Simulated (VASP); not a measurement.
# H3C49F in VASP: single point with PBE+D3(BJ)

Aim: the single point of H3C49F with PBE+D3(BJ).

Everything below comes from runs of VASP 6.6.1. Logs are shortened: lines on timing, memory, paths and dates and some standing lists are left out, and cuts for length are marked.

### 1 The cell of the first run

The cell holds a slab with vacuum, 53 atoms: a = 5.030 Å, b = 7.114 Å, c = 26.039 Å, α = 90.00°, β = 90.00°, γ = 90.00°.

### 2 Single point, PBE+D3(BJ)

Input file INCAR:

```
SYSTEM = H3C49F
ALGO = Normal ; DIPOL = 0.5 0.5 0.450
EDIFF = 1E-6 ; ENCUT = 520
GGA = PE ; IDIPOL = 3
ISIF = 2 ; ISMEAR = 0
IVDW = 12 ; LASPH = .True.
LCHARG = .True. ; LDIPOL = .True.
LELF = .True. ; LREAL = Auto
LVACPOTAV = .True. ; LVHAR = .True.
LWAVE = .False. ; NBANDS = 135
NELM = 100 ; PREC = Accurate
SIGMA = 0.05
```

Input file KPOINTS:

```
k-points
0
Gamma
  3 2 1
  0 0 0
```

Input file POSCAR:

```
H3C49F
1.0
    5.0301999808      0.0000000000      0.0000000000
    0.0000000000      7.1137770343      0.0000000000
    0.0000000000      0.0000000000     26.0390499760
C F H
49 1 3
Direct
    0.2500000000      0.5000000000      0.3072308708
    0.2500000000      0.0000000000      0.3072308708
    0.7500000000      0.5000000000      0.3072308708
    0.7500000000      0.0000000000      0.3072308708
    0.5000000000      0.6250000000      0.3072308708
    0.5000000000      0.1250000000      0.3072308708
    0.0000000000      0.6250000000      0.3072308708
    0.0000000000      0.1250000000      0.3072308708
    0.5000000000      0.7500000000      0.3555256434
    0.5000000000      0.2500000000      0.3555256434
    0.0000000000      0.7500000000      0.3555256434
    0.0000000000      0.2500000000      0.3555256434
    0.7500000000      0.8750000000      0.3555256434
    0.7500000000      0.3750000000      0.3555256434
    0.2500000000      0.8750000000      0.3555256434
    0.2500000000      0.3750000000      0.3555256434
    0.7500000000      0.0000000000      0.4038204159
    0.7500000000      0.5000000000      0.4038204159
    0.2500000000      0.0000000000      0.4038204159
    0.2500000000      0.5000000000      0.4038204159
    0.0000000000      0.1250000000      0.4038204159
    0.0000000000      0.6250000000      0.4038204159
    0.5000000000      0.1250000000      0.4038204159
    0.5000000000      0.6250000000      0.4038204159
    0.0000065115      0.2505039656      0.4518603014
   -0.0000059980      0.7506141776      0.4518731045
    0.5000146927      0.2505263031      0.4518623077
    0.4999735028      0.7505771848      0.4518688201
    0.2499881226      0.3744027013      0.4518685765
    0.2499995494      0.8744856412      0.4518799316
    0.7500085962      0.3744042058      0.4518473614
    0.7499809690      0.8744640432      0.4518747139
    0.2499247799      0.5046004727      0.5016683951
    0.2500263883      0.0045307898      0.5016900226
    0.7499896354      0.5046362023      0.5016603368
    0.7500197118      0.0044666025      0.5016662930
    0.4999482399      0.6203898812      0.5016538271
    0.5000410478      0.1202880453      0.5016841736
   -0.0000068749      0.6204167227      0.5016658609
   -0.0000148927      0.1203082959      0.5016804412
    0.4999778922      0.7645735589      0.5425436241
    0.4999845929      0.2647025307      0.5425487289
    0.0000452770      0.7647040684      0.5425379519
   -0.0000139794      0.2645989013      0.5425707981
    0.7500149810      0.8603783300      0.5427359451
    0.7499114005      0.3602756473      0.5424817436
    0.2501019841      0.8603493965      0.5427102423
    0.2498503176      0.3602617625      0.5425691979
    0.6409226060      0.1184887532      0.6668797350
    0.8365497061      0.2580517428      0.6702460045
    0.6762779334      0.0353787793      0.6318942199
    0.6554010225      0.0276499391      0.7008738414
    0.4445379288      0.1857527048      0.6651141742
```

Potentials or basis: VASP PAW PBE potentials, release 64 (C, F, H).

The run is started by

```sh
$ cat potpaw_PBE.64/C/POTCAR potpaw_PBE.64/F/POTCAR potpaw_PBE.64/H/POTCAR > POTCAR
$ mpirun -np 1 vasp_std > vasp.out
```

OUTCAR:

```text
SYSTEM = H3C49F
   EDIFF = 1E-6
   ENCUT = 520
   GGA = PE
   ISIF = 2
   ISMEAR = 0
   IVDW = 12
   LASPH = .True.
   LREAL = Auto
   NELM = 100
   PREC = Accurate
 IVDW          = 12

 ion  position               nearest neighbor table
   1  0.250  0.500  0.307-   5 1.54   7 1.54  16 1.54
   2  0.250  0.000  0.307-   6 1.54   8 1.54  15 1.54
   3  0.750  0.500  0.307-   5 1.54   7 1.54  14 1.54
   4  0.750  0.000  0.307-   6 1.54   8 1.54  13 1.54
   5  0.500  0.625  0.307-   1 1.54   3 1.54   9 1.54
   6  0.500  0.125  0.307-   2 1.54   4 1.54  10 1.54
   7  0.000  0.625  0.307-   1 1.54   3 1.54  11 1.54
   8  0.000  0.125  0.307-   2 1.54   4 1.54  12 1.54
   9  0.500  0.750  0.356-  24 1.54  15 1.54  13 1.54   5 1.54
  10  0.500  0.250  0.356-  23 1.54  16 1.54  14 1.54   6 1.54
  11  0.000  0.750  0.356-  22 1.54  15 1.54  13 1.54   7 1.54
  12  0.000  0.250  0.356-  21 1.54  16 1.54  14 1.54   8 1.54
  13  0.750  0.875  0.356-  17 1.54  11 1.54   9 1.54   4 1.54
  14  0.750  0.375  0.356-  18 1.54  12 1.54  10 1.54   3 1.54
[... 24 lines left out ...]
  39  1.000  0.620  0.502-  43 1.48  33 1.50  35 1.50  26 1.59
  40  1.000  0.120  0.502-  44 1.48  36 1.50  34 1.50  25 1.59
  41  0.500  0.765  0.543-  47 1.43  45 1.43  37 1.48
  42  0.500  0.265  0.543-  46 1.43  48 1.43  38 1.48
  43  0.000  0.765  0.543-  45 1.43  47 1.43  39 1.48
  44  1.000  0.265  0.543-  48 1.43  46 1.43  40 1.48
  45  0.750  0.860  0.543-  43 1.43  41 1.43  36 1.48
  46  0.750  0.360  0.542-  42 1.43  44 1.43  35 1.48
  47  0.250  0.860  0.543-  41 1.43  43 1.43  34 1.48
  48  0.250  0.360  0.543-  44 1.43  42 1.43  33 1.48
  49  0.641  0.118  0.667-  52 1.10  53 1.10  51 1.10  50 1.40
  50  0.837  0.258  0.670-  49 1.40
  51  0.676  0.035  0.632-  49 1.10
  52  0.655  0.028  0.701-  49 1.10
  53  0.445  0.186  0.665-  49 1.10

  LATTYP: Found a simple orthorhombic cell.
 ALAT       =     5.0301999808
 B/A-ratio  =     1.4142135624
 C/A-ratio  =     5.1765436912

  Lattice vectors:

 A1 = (   5.0301999808,   0.0000000000,   0.0000000000)
 A2 = (   0.0000000000,   7.1137770343,   0.0000000000)
 A3 = (   0.0000000000,   0.0000000000,  26.0390499760)

Analysis of symmetry for initial positions (statically):
=====================================================================
 Subroutine PRICEL returns:
 Original cell was already a primitive cell.

 Routine SETGRP: Setting up the symmetry group for a
 simple orthorhombic supercell.

 Subroutine GETGRP returns: Found  1 space group operations
 (whereof  1 operations were pure point group operations)
 out of a pool of  8 trial point group operations.

The static configuration has the point symmetry C_1 .

Analysis of symmetry for dynamics (positions and initial velocities):
=====================================================================
 Subroutine PRICEL returns:
 Original cell was already a primitive cell.

 Routine SETGRP: Setting up the symmetry group for a
 simple orthorhombic supercell.

 Subroutine GETGRP returns: Found  1 space group operations
 (whereof  1 operations were pure point group operations)
 out of a pool of  8 trial point group operations.

The dynamic configuration has the point symmetry C_1 .

 Subroutine INISYM returns: Found  1 space group operations
 (whereof  1 operations are pure point group operations),
 and found     1 'primitive' translations

----------------------------------------------------------------------------------------

                                     Primitive cell

  volume of cell :     931.7741

  direct lattice vectors                    reciprocal lattice vectors
     5.030199981  0.000000000  0.000000000     0.198799253  0.000000000  0.000000000
     0.000000000  7.113777034  0.000000000     0.000000000  0.140572300  0.000000000
     0.000000000  0.000000000 26.039049976     0.000000000  0.000000000  0.038403859

  length of vectors
     5.030199981  7.113777034 26.039049976     0.198799253  0.140572300  0.038403859

  position of ions in fractional coordinates (direct lattice)
     0.250000000  0.500000000  0.307230871
     0.250000000  0.000000000  0.307230871
     0.750000000  0.500000000  0.307230871
     0.750000000  0.000000000  0.307230871
     0.500000000  0.625000000  0.307230871
     0.500000000  0.125000000  0.307230871
[... 45 lines left out ...]
     0.655401023  0.027649939  0.700873841
     0.444537929  0.185752705  0.665114174

  ion indices of the primitive-cell ions
   primitive index   ion index
                 1           1
                 2           2
                 3           3
                 4           4
                 5           5
                 6           6
[... 45 lines left out ...]
                52          52
                53          53

----------------------------------------------------------------------------------------

 KPOINTS: k-points

Automatic generation of k-mesh.
 Grid dimensions read from file:
 generate k-points for:    3    2    1

 Generating k-lattice:

  Cartesian coordinates                     Fractional coordinates (reciprocal lattice)
     0.066266418  0.000000000  0.000000000     0.333333333  0.000000000  0.000000000
     0.000000000  0.070286150  0.000000000     0.000000000  0.500000000  0.000000000
     0.000000000  0.000000000  0.038403859     0.000000000  0.000000000  1.000000000

  Length of vectors
     0.066266418  0.070286150  0.038403859

  Shift w.r.t. Gamma in fractional coordinates (k-lattice)
     0.000000000  0.000000000  0.000000000

 Subroutine IBZKPT returns following result:
 ===========================================

 Found      4 irreducible k-points:

 Following reciprocal coordinates:
            Coordinates               Weight
  0.000000  0.000000  0.000000      1.000000
  0.333333  0.000000  0.000000      2.000000
  0.000000  0.500000  0.000000      1.000000
  0.333333  0.500000  0.000000      2.000000
   k-points           NKPTS =      4   k-points in BZ     NKDIM =      4   number of bands    NBANDS=    135
   number of dos      NEDOS =    301   number of ions     NIONS =     53
   total plane-waves  NPLWV = 423360
   dimension x,y,z NGX =    40 NGY =   54 NGZ =  196
   dimension x,y,z NGXF=    80 NGYF=  108 NGZF=  392
   ions per type =              49   1   3
   NGX,Y,Z   is equivalent  to a cutoff of  13.22, 12.62, 12.51 a.u.
   NGXF,Y,Z  is equivalent  to a cutoff of  26.44, 25.24, 25.03 a.u.
 SYSTEM =  H3C49F
   PREC   = accura    normal or accurate (medium, high low for compatibility)
   ISTART =      0    job   : 0-new  1-cont  2-samecut
   ICHARG =      2    charge: 1-file 2-atom 10-const
   ISPIN  =      1    spin polarized calculation?
   LNONCOLLINEAR =      F non collinear calculations
   LSORBIT =      F    spin-orbit coupling
   LASPH  =      T    aspherical Exc in radial PAW
   ENCUT  =  520.0 eV  38.22 Ry    6.18 a.u.   9.35 13.23 48.42*2*pi/ulx,y,z
   NELM   =    100;   NELMIN=  2; NELMDL= -5     # of ELM steps
   EDIFF  = 0.1E-05   stopping-criterion for ELM
   LREAL  =      T    real-space projection
   EDIFFG = 0.1E-04   stopping-criterion for IOM
   NSW    =      0    number of steps for IOM
[... 5 lines left out ...]
   TEBEG  =    0.0;   TEEND  =   0.0 temperature during run
   PSTRESS=    0.0 pullay stress
   NELECT =     206.0000    total number of electrons
   NUPDOWN=      -1.0000    fix difference up-down
   EMIN   =  10.00;   EMAX   =-10.00  energy-range for DOS
   EFERMI =   0.00;   METHOD = LEGACY
   ISMEAR =     0;   SIGMA  =   0.05  broadening in eV -4-tet -1-fermi 0-gaus
   EFERMI_NEDOS =   21; number of points for ismear=-14 and -15
   IALGO  =     38    algorithm
   IMIX   =      4    mixing-type and parameters
     AMIX     =   0.40;   BMIX     =  1.00
     AMIX_MAG =   1.60;   BMIX_MAG =  1.00
  volume/ion in A,a.u.               =      17.58       118.64
  Fermi-wavevector in a.u.,A,eV,Ry     =   0.989905  1.870650 13.332522  0.979913
  Thomas-Fermi vector in A             =   2.121538
   LORBIT       =      0    0 simple, 1 ext, 2 COOP (PROOUT), +10 PAW based schemes
   GGA     = PE    functional components
   LHFCALC =     F    Hartree Fock is set to
   AEXX    =    0.0000 exact exchange contribution
   IVDW    =    12    specifies the selected vdW correction
   LEPSILON=     F    determine dielectric tensor
   LRPA    =     F    only Hartree local field effects (RPA)
 non-spin polarized calculation
 Gauss-broadening in eV      SIGMA  =   0.05
  energy-cutoff  :      520.00
  volume of cell :      931.77
 maximum number of plane-waves:     25122
 NGX is ok and might be reduce to    40
   NGX = 19   NGY = 27   NGZ = 97

 dipolmoment           0.000000      0.000000      0.442892 electrons x Angstroem

 number of electron     206.0000014 magnetization

 dipolmoment           0.000000      0.000000     -0.125657 electrons x Angstroem

 Free energy of the ion-electron system (eV)
  ---------------------------------------------------
  ext. energy  EPLUGINS =         0.00000000
  ---------------------------------------------------
  free energy    TOTEN  =      -433.48087873 eV

  energy without entropy =     -433.46500298  energy(sigma->0) =     -433.47294085

 E-fermi :  -0.8529     XC(G=0):  -5.0397

 val. band max:       -0.9430220429   @ k =   0.0000   0.0000   0.0000
 cond. band min:      -0.8362547269   @ k =   0.3333   0.0000   0.0000
 fundamental gap:      0.1067673160
 Fermi energy:        -0.8528827785

 k-point     1 :       0.0000    0.0000    0.0000
  band No.  band energies     occupation
      1     -25.2915      2.00000
      2     -22.7234      2.00000
      3     -21.3480      2.00000
      4     -20.5520      2.00000
      5     -20.3511      2.00000
      6     -19.2261      2.00000
[... 107 lines left out ...]
    114       4.0846      0.00000
    115       4.0865      0.00000
[... 352 lines left out ...]
    114       4.8927      0.00000
    115       4.9507      0.00000
 [bands above 115 left out]

------------------------ aborting loop because EDIFF is reached ----------------------------------------

 Edisp (eV)   -7.71128

 E8    (eV) :    -2.2976

  FORCE on cell =-STRESS in cart. coord.  units (eV):
  Direction    XX          YY          ZZ          XY          YZ          ZX
  --------------------------------------------------------------------------------------
  -------------------------------------------------------------------------------------
  Total     -12.80567    22.26075    -8.48265     0.23647     0.03539     0.03300
  in kB     -22.01924    38.27716   -14.58583     0.40661     0.06086     0.05675
  external pressure =        0.56 kB  Pullay stress =        0.00 kB

 VOLUME and BASIS-vectors are now :
 -----------------------------------------------------------------------------
  energy-cutoff  :      520.00
  volume of cell :      931.77
      direct lattice vectors                 reciprocal lattice vectors
     5.030199981  0.000000000  0.000000000     0.198799253  0.000000000  0.000000000
     0.000000000  7.113777034  0.000000000     0.000000000  0.140572300  0.000000000
     0.000000000  0.000000000 26.039049976     0.000000000  0.000000000  0.038403859

 POSITION                                       TOTAL-FORCE (eV/Angst)
 -----------------------------------------------------------------------------------
      1.25755      3.55689      8.00000        -0.000990      4.566837      1.001850
      1.25755      0.00000      8.00000        -0.012232      4.563725      0.997833
      3.77265      3.55689      8.00000         0.000043      4.567026      0.999838
      3.77265      0.00000      8.00000        -0.011833      4.565539      1.005818
      2.51510      4.44611      8.00000         0.001455     -4.570593      1.005527
      2.51510      0.88922      8.00000         0.010149     -4.562625      1.005067
[... 45 lines left out ...]
      3.29680      0.19670     18.25009         0.002323     -0.002902      0.012050
      2.23611      1.32140     17.31894         0.003208      0.009288      0.000887
 -----------------------------------------------------------------------------------
    total drift:                                0.000029     -0.065988      0.000323

  FREE ENERGIE OF THE ION-ELECTRON SYSTEM (eV)
  ---------------------------------------------------
  free  energy   TOTEN  =      -441.1921606394 eV

  energy  without entropy=     -441.1762848915  energy(sigma->0) =     -441.18422277

 vacuum level on the upper side and lower side of the slab         4.484         5.120
```

Wall time 47 min (1 thread of Intel Xeon 8259CL, shared host); peak memory 1 GiB.

What came out:

```
Free energy                : -441.1922 eV
Largest force              : 4.680 eV/Å
Band gap on the k mesh     : zero (bands 103 and 104 overlap by 0.11 eV)
Dispersion energy per atom : -0.145 eV
```

Forces on the atoms (eV/Å):
```
C   -0.001  4.567  1.002
C   -0.012  4.564  0.998
C    0.000  4.567  1.000
C   -0.012  4.566  1.006
C    0.001 -4.571  1.006
C    0.010 -4.563  1.005
C    0.003 -4.569  1.003
C    0.011 -4.564  1.004
C   -0.002  1.020 -1.112
C    0.003  1.023 -1.115
C    0.003  1.023 -1.110
C   -0.001  1.022 -1.113
C   -0.001 -1.023 -1.122
C    0.000 -1.020 -1.121
C   -0.003 -1.026 -1.111
C    0.001 -1.020 -1.121
C   -0.001  0.478  0.100
C    0.000  0.477  0.099
C    0.000  0.476  0.096
C   -0.001  0.476  0.101
C    0.001 -0.476  0.105
C    0.001 -0.471  0.112
C    0.000 -0.478  0.109
C   -0.002 -0.471  0.110
C   -0.001 -0.002  0.016
C    0.000  0.000  0.014
C    0.000  0.001  0.014
C    0.000  0.000  0.012
C    0.001  0.000  0.003
C   -0.001 -0.003  0.001
C    0.000 -0.001  0.003
C    0.001 -0.002  0.002
C    0.002  0.004 -0.017
C    0.001  0.000 -0.019
C   -0.003  0.004 -0.015
C    0.000  0.002 -0.019
C   -0.001 -0.009 -0.022
C    0.002 -0.004 -0.027
C    0.001 -0.008 -0.024
C   -0.001 -0.006 -0.032
C    0.001 -0.011  0.028
C   -0.003 -0.006  0.030
C    0.000 -0.010  0.029
C   -0.002 -0.010  0.035
C    0.001  0.012  0.020
C    0.001  0.015  0.015
C   -0.002  0.012  0.018
C    0.003  0.014  0.016
C   -0.218 -0.210 -0.030
F    0.214  0.205  0.016
H    0.000  0.000 -0.009
H    0.002 -0.003  0.012
H    0.003  0.009  0.001
```

Levels at points of the mesh, in eV from the Fermi level:
```
           k point  band 100  band 101  band 102  band 103  band 104  band 105  band 106  band 107
(0.00, 0.00, 0.00)     -0.37     -0.19     -0.18     -0.09     -0.09      0.06      0.09      0.44
(0.00, 0.50, 0.00)     -0.34     -0.34     -0.33     -0.32      0.09      0.11      0.11      0.12
```

Caveat: the k points lie up to 0.44 Å⁻¹ apart.

The gap in the log of VASP goes by the Fermi energy; the results here count the filled bands.